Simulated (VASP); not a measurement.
# MgO (Cm) in VASP: notebook, part 3 of 3

VASP 6.6.1. Earlier steps stand in the parts before.

### Step 6. Single point, PBE

Input file INCAR:

```
ALGO = Normal ; EDIFF = 1E-6
ENCUT = 520 ; GGA = PE
ISIF = 2 ; ISMEAR = 0
LASPH = True ; LCHARG = False
LREAL = False ; LWAVE = False
NBANDS = 11 ; NELM = 60
PREC = Accurate ; SIGMA = 0.05
```

Input file KPOINTS:

```
k-points
0
Gamma
  12 12 8
```

Input file POSCAR:

```
MgO
1.0
    2.9377244759      0.0000000000      0.0000000000
   -1.4688622380      2.5441440255      0.0000000000
    0.0000000000      0.0000000000      2.6797873418
Mg O
1 1
Direct
   -0.0269875052     -0.0134937526     -0.0202406289
    0.3333333333      0.6666666667      0.5000000000
```

Potentials or basis: VASP PAW PBE potentials, release 64 (Mg, O).

On the command line:

```sh
$ cat potpaw_PBE.64/Mg/POTCAR potpaw_PBE.64/O/POTCAR > POTCAR
$ mpirun -np 1 vasp_std > vasp.out
```

OUTCAR:

```text
EDIFF = 1E-6
   ENCUT = 520
   GGA = PE
   ISIF = 2
   ISMEAR = 0
   LASPH = True
   LREAL = False
   NELM = 60
   PREC = Accurate

 ion  position               nearest neighbor table
   1  0.973  0.987  0.980-   2 2.07   2 2.14   2 2.16   2 2.16   2 2.22   2 2.22
   2  0.333  0.667  0.500-   1 2.07   1 2.14   1 2.16   1 2.16   1 2.22   1 2.22

  LATTYP: Found a hexagonal cell.
 ALAT       =     2.9377244759
 C/A-ratio  =     0.9121983235

  Lattice vectors:

 A1 = (   2.9377244759,   0.0000000000,   0.0000000000)
 A2 = (  -1.4688622380,   2.5441440255,   0.0000000000)
 A3 = (   0.0000000000,   0.0000000000,   2.6797873418)

Analysis of symmetry for initial positions (statically):
=====================================================================
 Subroutine PRICEL returns:
 Original cell was already a primitive cell.

 Routine SETGRP: Setting up the symmetry group for a
 hexagonal supercell.

 Subroutine GETGRP returns: Found  2 space group operations
 (whereof  2 operations were pure point group operations)
 out of a pool of 24 trial point group operations.

The static configuration has the point symmetry C_1h.

Analysis of symmetry for dynamics (positions and initial velocities):
=====================================================================
 Subroutine PRICEL returns:
 Original cell was already a primitive cell.

 Routine SETGRP: Setting up the symmetry group for a
 hexagonal supercell.

 Subroutine GETGRP returns: Found  2 space group operations
 (whereof  2 operations were pure point group operations)
 out of a pool of 24 trial point group operations.

The dynamic configuration has the point symmetry C_1h.

 Subroutine INISYM returns: Found  2 space group operations
 (whereof  2 operations are pure point group operations),
 and found     1 'primitive' translations

----------------------------------------------------------------------------------------

                                     Primitive cell

  volume of cell :      20.0287

  direct lattice vectors                    reciprocal lattice vectors
     2.937724476  0.000000000  0.000000000     0.340399519  0.196529754  0.000000000
    -1.468862238  2.544144026  0.000000000     0.000000000  0.393059508  0.000000000
     0.000000000  0.000000000  2.679787342     0.000000000  0.000000000  0.373163939

  length of vectors
     2.937724476  2.937724476  2.679787342     0.393059508  0.393059508  0.373163939

  position of ions in fractional coordinates (direct lattice)
     0.973012495  0.986506247  0.979759371
     0.333333333  0.666666667  0.500000000

  ion indices of the primitive-cell ions
   primitive index   ion index
                 1           1
                 2           2

----------------------------------------------------------------------------------------

 KPOINTS: k-points

Automatic generation of k-mesh.
 Grid dimensions read from file:
 generate k-points for:   12   12    8

 Generating k-lattice:

  Cartesian coordinates                     Fractional coordinates (reciprocal lattice)
     0.028366627  0.016377480  0.000000000     0.083333333  0.000000000  0.000000000
     0.000000000  0.032754959  0.000000000     0.000000000  0.083333333  0.000000000
     0.000000000  0.000000000  0.046645492     0.000000000  0.000000000  0.125000000

  Length of vectors
     0.032754959  0.032754959  0.046645492

  Shift w.r.t. Gamma in fractional coordinates (k-lattice)
     0.000000000  0.000000000  0.000000000

 Subroutine IBZKPT returns following result:
 ===========================================

 Found    320 irreducible k-points:

 Following reciprocal coordinates:
            Coordinates               Weight
  0.000000  0.000000  0.000000      1.000000
  0.083333  0.000000  0.000000      2.000000
  0.000000  0.083333  0.000000      4.000000
  0.166667 -0.000000  0.000000      2.000000
  0.000000  0.166667  0.000000      4.000000
  0.250000  0.000000  0.000000      2.000000
[... 16 lines left out ...]
 -0.083333  0.416667  0.000000      4.000000
 -0.416667  0.333333  0.000000      4.000000
 [... further k-points ...]
   k-points           NKPTS =    320   k-points in BZ     NKDIM =    320   number of bands    NBANDS=     11
   number of dos      NEDOS =    301   number of ions     NIONS =      2
   total plane-waves  NPLWV =  11520
   dimension x,y,z NGX =    24 NGY =   24 NGZ =   20
   dimension x,y,z NGXF=    48 NGYF=   48 NGZF=   40
   ions per type =               1   1
   NGX,Y,Z   is equivalent  to a cutoff of  13.58, 13.58, 12.41 a.u.
   NGXF,Y,Z  is equivalent  to a cutoff of  27.16, 27.16, 24.81 a.u.
 SYSTEM =  unknown system
   PREC   = accura    normal or accurate (medium, high low for compatibility)
   ISTART =      0    job   : 0-new  1-cont  2-samecut
   ICHARG =      2    charge: 1-file 2-atom 10-const
   ISPIN  =      1    spin polarized calculation?
   LNONCOLLINEAR =      F non collinear calculations
   LSORBIT =      F    spin-orbit coupling
   LASPH  =      T    aspherical Exc in radial PAW
   ENCUT  =  520.0 eV  38.22 Ry    6.18 a.u.   5.46  5.46  4.98*2*pi/ulx,y,z
   NELM   =     60;   NELMIN=  2; NELMDL= -5     # of ELM steps
   EDIFF  = 0.1E-05   stopping-criterion for ELM
   LREAL  =      F    real-space projection
   EDIFFG = 0.1E-04   stopping-criterion for IOM
   NSW    =      0    number of steps for IOM
   IBRION =     -1    ionic relax: 0-MD 1-quasi-New 2-CG
   NFREE  =      0    steps in history (QN), initial steepest desc. (CG)
   ISIF   =      2    stress and relaxation
   ISYM   =      2    0-nonsym 1-usesym 2-fastsym
   POTIM  = 0.5000    time-step for ionic-motion
   TEBEG  =    0.0;   TEEND  =   0.0 temperature during run
   PSTRESS=    0.0 pullay stress
   NELECT =       8.0000    total number of electrons
   NUPDOWN=      -1.0000    fix difference up-down
   EMIN   =  10.00;   EMAX   =-10.00  energy-range for DOS
   EFERMI =   0.00;   METHOD = LEGACY
   ISMEAR =     0;   SIGMA  =   0.05  broadening in eV -4-tet -1-fermi 0-gaus
   EFERMI_NEDOS =   21; number of points for ismear=-14 and -15
   IALGO  =     38    algorithm
   IMIX   =      4    mixing-type and parameters
     AMIX     =   0.40;   BMIX     =  1.00
     AMIX_MAG =   1.60;   BMIX_MAG =  1.00
  volume/ion in A,a.u.               =      10.01        67.58
  Fermi-wavevector in a.u.,A,eV,Ry     =   1.205648  2.278344 19.777247  1.453587
  Thomas-Fermi vector in A             =   2.341338
   LORBIT       =      0    0 simple, 1 ext, 2 COOP (PROOUT), +10 PAW based schemes
   GGA     = PE    functional components
   LHFCALC =     F    Hartree Fock is set to
   AEXX    =    0.0000 exact exchange contribution
   IVDW    =     0    specifies the selected vdW correction
   LEPSILON=     F    determine dielectric tensor
   LRPA    =     F    only Hartree local field effects (RPA)
 non-spin polarized calculation
 Gauss-broadening in eV      SIGMA  =   0.05
  energy-cutoff  :      520.00
  volume of cell :       20.03
 maximum number of plane-waves:       562
 NGX is ok and might be reduce to    24
   NGX = 11   NGY = 11   NGZ =  9

 number of electron       7.9999996 magnetization

 Free energy of the ion-electron system (eV)
  ---------------------------------------------------
  ext. energy  EPLUGINS =         0.00000000
  ---------------------------------------------------
  free energy    TOTEN  =       -11.21615057 eV

  energy without entropy =      -11.21615057  energy(sigma->0) =      -11.21615057

 E-fermi :   3.5954     XC(G=0): -10.7320

 val. band max:        3.2991494363   @ k =   0.3333   0.3333   0.0000
 cond. band min:       6.2976980301   @ k =   0.0000   0.0000   0.0000
 fundamental gap:      2.9985485938
 Fermi energy:         3.5953597180

 k-point     1 :       0.0000    0.0000    0.0000
  band No.  band energies     occupation
      1     -14.1335      2.00000
      2       2.6558      2.00000
      3       2.7375      2.00000
      4       2.8947      2.00000
      5       6.2977      0.00000
      6      15.1923      0.00000
      7      18.7856      0.00000
      8      18.9700      0.00000
      9      22.9423      0.00000
     10      24.3652      0.00000
     11      25.5337      0.00000
[... 309 lines left out ...]
 k-point    24 :      -0.4167    0.3333    0.0000
  band No.  band energies     occupation
      1     -13.2515      2.00000
      2      -1.0446      2.00000
      3       1.8309      2.00000
      4       3.2077      2.00000
      5       9.9446      0.00000
      6      13.6435      0.00000
      7      16.7592      0.00000
      8      20.9610      0.00000
      9      22.5000      0.00000
     10      24.6125      0.00000
     11      27.3883      0.00000

 [... further k-points ...]
[... 5 lines left out ...]
  --------------------------------------------------------------------------------------
  -------------------------------------------------------------------------------------
  Total        0.0010206     -0.0230077      0.0014772      0.0208091      0.0466489      0.0807982
  in kB        0.0816395     -1.8404767      0.1181674      1.6646014      3.7316329      6.4633760
  external PRESSURE =      -0.5468899 kB  Pullay stress =       0.0000000 kB

 VOLUME and BASIS-vectors are now :
 -----------------------------------------------------------------------------
  energy-cutoff  :      520.00
  volume of cell :       20.03
      direct lattice vectors                 reciprocal lattice vectors
     2.937724476  0.000000000  0.000000000     0.340399519  0.196529754  0.000000000
    -1.468862238  2.544144026  0.000000000     0.000000000  0.393059508  0.000000000
     0.000000000  0.000000000  2.679787342     0.000000000  0.000000000  0.373163939

 POSITION                                       TOTAL-FORCE (eV/Angst)
 -----------------------------------------------------------------------------------
      1.40940      2.50981      2.62555         0.238306      0.137586      0.200107
     -0.00000      1.69610      1.33989        -0.238306     -0.137586     -0.200107
 -----------------------------------------------------------------------------------
    total drift:                               -0.000090     -0.000052     -0.000205

  FREE ENERGIE OF THE ION-ELECTRON SYSTEM (eV)
  ---------------------------------------------------
  free  energy   TOTEN  =       -11.2161505727 eV

  energy  without entropy=      -11.2161505727  energy(sigma->0) =      -11.21615057
```

OSZICAR:

```text
N       E                     dE             d eps       ncg     rms          rms(c)
DAV:   1     0.144245438081E+02    0.14425E+02   -0.45162E+03  8048   0.639E+02
DAV:   2    -0.123646265405E+02   -0.26789E+02   -0.26076E+02  8091   0.134E+02
DAV:   3    -0.129812798348E+02   -0.61665E+00   -0.61625E+00  8364   0.179E+01
DAV:   4    -0.129828815578E+02   -0.16017E-02   -0.16017E-02  7733   0.105E+00
DAV:   5    -0.129828873851E+02   -0.58273E-05   -0.58273E-05  8294   0.618E-02    0.740E+00
DAV:   6    -0.112672695058E+02    0.17156E+01   -0.99372E+00  7139   0.168E+01    0.241E+00
DAV:   7    -0.112339809204E+02    0.33289E-01   -0.77867E-02  7808   0.238E+00    0.139E+00
DAV:   8    -0.112165665243E+02    0.17414E-01   -0.37950E-02  7253   0.208E+00    0.268E-01
DAV:   9    -0.112162460597E+02    0.32046E-03   -0.32369E-04  8419   0.134E-01    0.192E-01
DAV:  10    -0.112161516275E+02    0.94432E-04   -0.71851E-04  7301   0.210E-01    0.146E-02
DAV:  11    -0.112161500537E+02    0.15738E-05   -0.12201E-05  8057   0.270E-02    0.801E-03
DAV:  12    -0.112161505727E+02   -0.51895E-06   -0.25892E-06  7531   0.124E-02
   1 F= -.11216151E+02 E0= -.11216151E+02  d E =-.398834E-19
```

Wall time 17 s (1 thread of Intel Xeon 6975P-C (Granite Rapids), shared host); peak memory 0.19 GiB.

What came out:

- Free energy: -11.2162 eV
- Pressure: -0.1 GPa
- Largest force: 0.340 eV/Å
- Band gap on the k mesh: 3.00 eV, indirect (least direct gap 3.40 eV)

Forces in eV/Å, atoms in the order of the input:
```
Mg   0.238  0.138  0.200
O   -0.238 -0.138 -0.200
```

Caveat: the cell differs from its parent crystal (all Mg atoms moved +0.087 Å, as atom 1 towards its neighbour atom 2 (O) at 2.161 Å). A k mesh can miss the band edges.
